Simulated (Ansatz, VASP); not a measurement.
## Two plane-wave programs on Si4BW

```xyz
6
Lattice="4.4045 0.0000 0.0000 -2.2022 3.8144 0.0000 0.0000 0.0000 4.7403" Properties=species:S:1:pos:R:3 pbc="T T T"
Si    0.0000    2.5429    1.1880
Si    0.0000    2.5429    3.5523
Si    2.2022    1.2715    3.5523
Si    2.2022    1.2715    1.1880
B     0.0000    0.0000    2.3701
W     0.0000    0.0000    0.0000
```

Alike in both runs: functional PBE; k mesh 12 × 12 × 8; occupations gaussian, width 0.1 eV; no spin polarisation.

Ansatz relaxed the structure, and its values are those at the end. VASP's run is a single point on that final structure, the one shown.

|  | VASP | Ansatz |
| --- | --- | --- |
| version | VASP 6.6.1 | Ansatz 0.2.0 |
| potentials or method | VASP PAW PBE potentials, release 64 (Si, B, W_sv), cutoff 520 eV | scalar-relativistic, plane waves, PAW |
| valence electrons in the cell | 33 | 33 |

```csv
,VASP,Ansatz,Ansatz less VASP
gap on the k mesh at the Fermi level (eV),none,none,-
pressure (GPa),-0.1,0.0,+0.07
```

A gap of «none» marks a metal or a gap that the smearing closes.

Neither program's run includes spin-orbit coupling.
